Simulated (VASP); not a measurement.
# Mg2C (P4/mmm) in VASP: notebook, part 2 of 2

VASP 6.6.1. Earlier steps stand in the parts before.

## 4. Single point, PBE (atoms taken out)

File INCAR:

```
SYSTEM = Mg2C
PREC = Accurate
ENCUT = 520
EDIFF = 1E-6
ISMEAR = 0
SIGMA = 0.1
LREAL = .False.
LASPH = .True.
NELM = 60
ALGO = Normal
ISIF = 2
LWAVE = .False.
LCHARG = .True.
GGA = PE
LELF = .True.
LVHAR = .True.
NBANDS = 11
```

File KPOINTS:

```
Automatic mesh
0
Gamma
  14 14 10
  0 0 0
```

File POSCAR:

```
Mg2C
1.0
    3.3160758653      0.0000000000      0.0000000000
    0.0000000000      3.3160758653      0.0000000000
    0.0000000000      0.0000000000      4.2919555284
Mg C
2 1
Direct
    0.0000000000      0.0000000000      0.0000000000
    0.5000000000      0.5000000000      0.5000000000
    0.0000000000      0.0000000000      0.5000000000
```

Potentials or basis: VASP PAW PBE potentials, release 64 (Mg, C).

Started as:

```
$ cat potpaw_PBE.64/Mg/POTCAR potpaw_PBE.64/C/POTCAR > POTCAR
$ mpirun -np 1 vasp_std > vasp.out
```

OUTCAR:

```text
SYSTEM = Mg2C
   PREC = Accurate
   ENCUT = 520
   EDIFF = 1E-6
   ISMEAR = 0
   LREAL = .False.
   LASPH = .True.
   NELM = 60
   ISIF = 2
   GGA = PE

 ion  position               nearest neighbor table
   1  0.000  0.000  0.000-   3 2.15   3 2.15   2 3.18   2 3.18   2 3.18   2 3.18   2 3.18   2 3.18
                             2 3.18   2 3.18
   2  0.500  0.500  0.500-   3 2.34   3 2.34   3 2.34   3 2.34   1 3.18   1 3.18   1 3.18   1 3.18
                             1 3.18   1 3.18   1 3.18   1 3.18
   3  0.000  0.000  0.500-   1 2.15   1 2.15   2 2.34   2 2.34   2 2.34   2 2.34

  LATTYP: Found a simple tetragonal cell.
 ALAT       =     3.3160758653
 C/A-ratio  =     1.2942874960

  Lattice vectors:

 A1 = (   3.3160758653,   0.0000000000,   0.0000000000)
 A2 = (   0.0000000000,   3.3160758653,   0.0000000000)
 A3 = (   0.0000000000,   0.0000000000,   4.2919555284)

Analysis of symmetry for initial positions (statically):
=====================================================================
 Subroutine PRICEL returns:
 Original cell was already a primitive cell.

 Routine SETGRP: Setting up the symmetry group for a
 simple tetragonal supercell.

 Subroutine GETGRP returns: Found 16 space group operations
 (whereof 16 operations were pure point group operations)
 out of a pool of 16 trial point group operations.

The static configuration has the point symmetry D_4h.

Analysis of symmetry for dynamics (positions and initial velocities):
=====================================================================
 Subroutine PRICEL returns:
 Original cell was already a primitive cell.

 Routine SETGRP: Setting up the symmetry group for a
 simple tetragonal supercell.

 Subroutine GETGRP returns: Found 16 space group operations
 (whereof 16 operations were pure point group operations)
 out of a pool of 16 trial point group operations.

The dynamic configuration has the point symmetry D_4h.

 Subroutine INISYM returns: Found 16 space group operations
 (whereof 16 operations are pure point group operations),
 and found     1 'primitive' translations

----------------------------------------------------------------------------------------

                                     Primitive cell
[... 121 lines left out ...]
   IVDW    =     0    specifies the selected vdW correction
   LEPSILON=     F    determine dielectric tensor
   LRPA    =     F    only Hartree local field effects (RPA)
 non-spin polarized calculation
 Gauss-broadening in eV      SIGMA  =   0.10
  energy-cutoff  :      520.00
  volume of cell :       47.20
 maximum number of plane-waves:      1304
 NGX is ok and might be reduce to    28
   NGX = 13   NGY = 13   NGZ = 15

 number of electron       8.0000000 magnetization

 Free energy of the ion-electron system (eV)
  ---------------------------------------------------
  ext. energy  EPLUGINS =         0.00000000
  ---------------------------------------------------
  free energy    TOTEN  =       -10.56116048 eV

  energy without entropy =      -10.55210186  energy(sigma->0) =      -10.55663117

 E-fermi :   3.4179     XC(G=0):  -9.3261

 val. band max:        3.4115598646   @ k =   0.2857   0.0714   0.4000
 cond. band min:       3.4188790254   @ k =   0.5000   0.0714   0.0000
 fundamental gap:      0.0073191608
 Fermi energy:         3.4178812234

 k-point     1 :       0.0000    0.0000    0.0000
  band No.  band energies     occupation
      1      -7.5945      2.00000
      2       0.5862      2.00000
      3       1.1270      2.00000
      4       3.3599      1.58807
      5       3.3599      1.58807
      6       8.7579      0.00000
      7       9.5524      0.00000
      8      10.3980      0.00000
      9      12.9196      0.00000
     10      12.9196      0.00000
     11      14.9312      0.00000
[... 309 lines left out ...]
 k-point    24 :       0.3571    0.2143    0.0000
  band No.  band energies     occupation
      1      -6.3264      2.00000
      2      -0.5206      2.00000
      3       1.6619      2.00000
      4       1.6952      2.00000
      5       4.3723      0.00000
      6       7.0063      0.00000
      7       8.1478      0.00000
      8       8.8897      0.00000
      9      11.5082      0.00000
     10      12.9100      0.00000
     11      13.9493      0.00000

 [... further k-points ...]
[... 5 lines left out ...]
  --------------------------------------------------------------------------------------
  -------------------------------------------------------------------------------------
  Total       -0.0599444     -0.0599444     -0.0229328      0.0000000      0.0000000      0.0000000
  in kB       -2.0349567     -2.0349567     -0.7785104      0.0000000      0.0000000      0.0000000
  external PRESSURE =      -1.6161413 kB  Pullay stress =       0.0000000 kB

 VOLUME and BASIS-vectors are now :
 -----------------------------------------------------------------------------
  energy-cutoff  :      520.00
  volume of cell :       47.20
      direct lattice vectors                 reciprocal lattice vectors
     3.316075865  0.000000000  0.000000000     0.301561255  0.000000000  0.000000000
     0.000000000  3.316075865  0.000000000     0.000000000  0.301561255  0.000000000
     0.000000000  0.000000000  4.291955528     0.000000000  0.000000000  0.232994026

 POSITION                                       TOTAL-FORCE (eV/Angst)
 -----------------------------------------------------------------------------------
      0.00000      0.00000      0.00000         0.000000      0.000000      0.000000
      1.65804      1.65804      2.14598         0.000000      0.000000      0.000000
      0.00000      0.00000      2.14598         0.000000      0.000000      0.000000
 -----------------------------------------------------------------------------------
    total drift:                               -0.000000     -0.000000      0.000000

  FREE ENERGIE OF THE ION-ELECTRON SYSTEM (eV)
  ---------------------------------------------------
  free  energy   TOTEN  =       -10.5611604828 eV

  energy  without entropy=      -10.5521018562  energy(sigma->0) =      -10.55663117
```

OSZICAR:

```text
N       E                     dE             d eps       ncg     rms          rms(c)
DAV:   1     0.107690874663E+02    0.10769E+02   -0.32684E+03  4832   0.568E+02
DAV:   2    -0.121084571719E+02   -0.22878E+02   -0.21276E+02  6007   0.910E+01
DAV:   3    -0.140363890885E+02   -0.19279E+01   -0.18972E+01  5911   0.247E+01
DAV:   4    -0.140520539244E+02   -0.15665E-01   -0.15663E-01  5351   0.276E+00
DAV:   5    -0.140521478048E+02   -0.93880E-04   -0.93879E-04  5656   0.217E-01    0.856E+00
DAV:   6    -0.108990876422E+02    0.31531E+01   -0.32790E+01  5771   0.175E+01    0.377E+00
DAV:   7    -0.105896536472E+02    0.30943E+00   -0.17774E+00  5111   0.514E+00    0.149E+00
DAV:   8    -0.105624853143E+02    0.27168E-01   -0.16116E-01  5136   0.241E+00    0.239E-01
DAV:   9    -0.105618594921E+02    0.62582E-03   -0.74094E-03  5712   0.380E-01    0.266E-01
DAV:  10    -0.105612445334E+02    0.61496E-03   -0.26860E-03  5259   0.202E-01    0.586E-02
DAV:  11    -0.105611762657E+02    0.68268E-04   -0.43013E-04  5400   0.900E-02    0.258E-02
DAV:  12    -0.105611608297E+02    0.15436E-04   -0.53033E-05  5289   0.342E-02    0.664E-03
DAV:  13    -0.105611604828E+02    0.34696E-06   -0.16074E-06  3954   0.726E-03
   1 F= -.10561160E+02 E0= -.10556631E+02  d E =-.905863E-02
```

Wall time 2.6 min (1 thread of Intel Xeon 8259CL, shared host); peak memory 0.25 GiB.

What came out:

```yaml
Free_energy: -10.5612 eV
Pressure: -0.2 GPa
Band_gap_on_the_k_mesh: zero (bands 4 and 5 overlap by 1.46 eV)
```

Stress tensor (GPa, compression positive):
```
-0.20  0.00  0.00
 0.00 -0.20  0.00
 0.00  0.00 -0.08
```

Caveat: the cell differs from its parent crystal (atoms taken out).

## 5. Relaxation of cell and atoms, PBE (atoms taken out)

File INCAR:

```
SYSTEM = Mg2C
  PREC = Accurate
  ENCUT = 600
  EDIFF = 1E-6
  ISMEAR = 0
  SIGMA = 0.1
  LREAL = .False.
  LASPH = .True.
  NELM = 80
  ALGO = Normal
  ISIF = 3
  LWAVE = .False.
  LCHARG = .False.
  GGA = PE
  IBRION = 2
  NSW = 100
  EDIFFG = -0.01
```

KPOINTS is that of step 4.

File POSCAR:

```
Mg2C
1.0
    3.2456201300      0.0000000000      0.0000000000
    0.0000000000      3.2456201300      0.0000000000
    0.0000000000      0.0000000000      4.5900000000
Mg C
2 1
Direct
    0.0000000000      0.0000000000      0.0000000000
    0.5000000000      0.5000000000      0.5000000000
    0.0000000000      0.0000000000      0.5000000000
```

Potentials or basis: VASP PAW PBE potentials, release 64 (Mg, C).

Started as:

```
$ cat potpaw_PBE.64/Mg/POTCAR potpaw_PBE.64/C/POTCAR > POTCAR
$ mpirun -np 1 vasp_std > vasp.out
```

OUTCAR:

```text
SYSTEM = Mg2C
   PREC = Accurate
   ENCUT = 600
   EDIFF = 1E-6
   ISMEAR = 0
   LREAL = .False.
   LASPH = .True.
   NELM = 80
   ISIF = 3
   GGA = PE
   IBRION = 2
   NSW = 100
   EDIFFG = -0.01

 ion  position               nearest neighbor table
   1  0.000  0.000  0.000-   3 2.29   3 2.29   2 3.25   2 3.25   2 3.25   2 3.25   2 3.25   2 3.25
                             2 3.25   2 3.25
   2  0.500  0.500  0.500-   3 2.30   3 2.30   3 2.30   3 2.30   1 3.25   1 3.25   1 3.25   1 3.25
                             1 3.25   1 3.25   1 3.25   1 3.25
   3  0.000  0.000  0.500-   1 2.29   1 2.29   2 2.30   2 2.30   2 2.30   2 2.30

  LATTYP: Found a simple tetragonal cell.
 ALAT       =     3.2456201300
 C/A-ratio  =     1.4142135605

  Lattice vectors:

 A1 = (   3.2456201300,   0.0000000000,   0.0000000000)
 A2 = (   0.0000000000,   3.2456201300,   0.0000000000)
[... 409 lines left out ...]

  energy without entropy =      -10.55312162  energy(sigma->0) =      -10.55765625

 E-fermi :   3.4379     XC(G=0):  -9.3377

 val. band max:        3.4328570880   @ k =   0.2857   0.0714   0.4000
 cond. band min:       3.4412961908   @ k =   0.5000   0.0714   0.0000
 fundamental gap:      0.0084391028
 Fermi energy:         3.4378793026

 k-point     1 :       0.0000    0.0000    0.0000
  band No.  band energies     occupation
      1      -7.5922      2.00000
      2       0.5900      2.00000
      3       1.1363      2.00000
      4       3.3836      1.55755
      5       3.3836      1.55755
      6       8.7892      0.00000
      7       9.6059      0.00000
      8      10.4299      0.00000
[... 243 lines left out ...]
 k-point    24 :       0.3571    0.2143    0.0000
  band No.  band energies     occupation
      1      -6.3160      2.00000
      2      -0.5074      2.00000
      3       1.6796      2.00000
      4       1.7068      2.00000
      5       4.3831      0.00000
      6       7.0333      0.00000
      7       8.1642      0.00000
      8       8.9253      0.00000

 [... further k-points ...]
[... 5 lines left out ...]
  --------------------------------------------------------------------------------------
  -------------------------------------------------------------------------------------
  Total        0.0071216      0.0071216     -0.0184377      0.0000000      0.0000000      0.0000000
  in kB        0.2425193      0.2425193     -0.6278772      0.0000000      0.0000000      0.0000000
  external PRESSURE =      -0.0476128 kB  Pullay stress =       0.0000000 kB
[... 18 lines left out ...]
  FREE ENERGIE OF THE ION-ELECTRON SYSTEM (eV)
  ---------------------------------------------------
  free  energy   TOTEN  =       -10.5621908744 eV

  energy  without entropy=      -10.5531216206  energy(sigma->0) =      -10.55765625

 reached required accuracy - stopping structural energy minimisation
```

CONTCAR:

```text
Mg2C
   1.00000000000000
     3.3105533686722093    0.0000000000000000    0.0000000000000000
     0.0000000000000000    3.3105533686722093    0.0000000000000000
     0.0000000000000000    0.0000000000000000    4.2928020456733433
  Mg              C
     2     1
Direct
     0.0000000000000000    1.0000000000000000    0.0000000000000000
     0.5000000000000000    0.5000000000000000    0.5000000000000000
     0.0000000000000000    1.0000000000000000    0.5000000000000000

  0.00000000E+00  0.00000000E+00  0.00000000E+00
  0.00000000E+00  0.00000000E+00  0.00000000E+00
  0.00000000E+00  0.00000000E+00  0.00000000E+00
```

Wall time 8.1 min (1 thread of Intel Xeon 8259CL, shared host); peak memory 0.28 GiB.

What came out:

```
Free energy                           : -10.5622 eV
Relaxed volume                        : 15.68 Å³/atom
Relaxed cell                          : a = 3.311 Å, b = 3.311 Å, c = 4.293 Å, α = 90.00°, β = 90.00°, γ = 90.00°
Space group after relaxing (to 0.1 Å) : P4/mmm (No. 123)
Energy gained by relaxing             : 35.6 meV/atom
Ionic steps                           : 7
Pressure after relaxing               : 0.0 GPa
Band gap on the k mesh                : zero (bands 4 and 5 overlap by 1.47 eV)
```

Stress tensor (GPa, compression positive):
```
 0.02  0.00  0.00
 0.00  0.02  0.00
 0.00  0.00 -0.06
```

The path:
| step | energy change (eV) | largest force (eV/Å) | pressure (GPa) | volume (Å³) |
| --- | --- | --- | --- | --- |
| 1 | 0.0000 | 0.0000 | -2.41 | 48.35 |
| 2 | -0.0851 | 0.0000 | 0.15 | 46.64 |
| 3 | -0.0969 | 0.0000 | 1.68 | 45.87 |
| 4 | -0.1065 | 0.0000 | 0.31 | 46.84 |
| 5 | -0.1067 | 0.0000 | 0.08 | 47.01 |
| 6 | -0.1067 | 0.0000 | 0.11 | 46.99 |
| 7 | -0.1067 | 0.0000 | 0.00 | 47.05 |

Final structure:
```xyz
3
Lattice="3.3106 0.0000 0.0000 0.0000 3.3106 0.0000 0.0000 0.0000 4.2928" Properties=species:S:1:pos:R:3 pbc="T T T"
Mg    0.0000    3.3106    0.0000
Mg    1.6553    1.6553    2.1464
C     0.0000    3.3106    2.1464
```

Caveat: the cell differs from its parent crystal (atoms taken out).

## 6. The runs side by side

```tsv
task	cell	k mesh	cutoff (eV)	smearing	gap on the mesh (eV)	pressure (GPa)
single point	a = 3.246, b = 3.246, c = 4.590 Å, 3 atoms, atomic positions A	6 × 6 × 4	520	gaussian 0.1 eV	none	-2.6
single point	a = 3.316, b = 3.316, c = 8.584 Å, 6 atoms, atomic positions B	6 × 6 × 4	520	gaussian 0.2 eV	none	-0.3
single point	a = 3.316, b = 3.316, c = 4.292 Å, 3 atoms, atomic positions A	14 × 14 × 10	520	gaussian 0.1 eV	none	-0.2
relaxation of cell and atoms	relaxed from a = 3.246, b = 3.246, c = 4.590 Å, 3 atoms, atomic positions A	14 × 14 × 10	600	gaussian 0.1 eV	none	0.0
```

Alike in all rows: level PBE; potentials or basis VASP PAW PBE potentials, release 64 (Mg, C); no spin polarisation.

Absolute energies hang on the potentials; compare differences alone.
